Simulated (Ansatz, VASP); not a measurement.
# Two plane-wave programs on Li2O

```
CELL_PARAMETERS angstrom
0.00000 2.30901 2.30901
2.30901 0.00000 2.30901
2.30901 2.30901 0.00000
ATOMIC_POSITIONS crystal
O 0.00000 0.00000 0.00000
Li 0.25000 0.25000 0.25000
Li 0.75000 0.75000 0.75000
```

Alike in both runs: task single point; functional r2SCAN; k mesh 8 × 8 × 8; no spin polarisation.

```csv
,VASP,Ansatz
version,VASP 6.6.1,Ansatz 0.2.0
potentials or method,"VASP PAW PBE potentials, release 64 (O, Li_sv)","plane waves, PAW"
plane-wave cutoff (eV),830,500
occupations,"gaussian, width 0.01 eV",fixed
valence electrons in the cell,12,12
```

VASP gave:

| Quantity | Value |
| --- | --- |
| gap on the k mesh at the Fermi level (eV) | 5.67 |
| pressure (GPa) | -2.5 |

Q: Which values does Ansatz return?

A: gap on the k mesh at the Fermi level (eV): 5.70; pressure (GPa): -2.4.

VASP's potentials were made for PBE, not for r2SCAN.
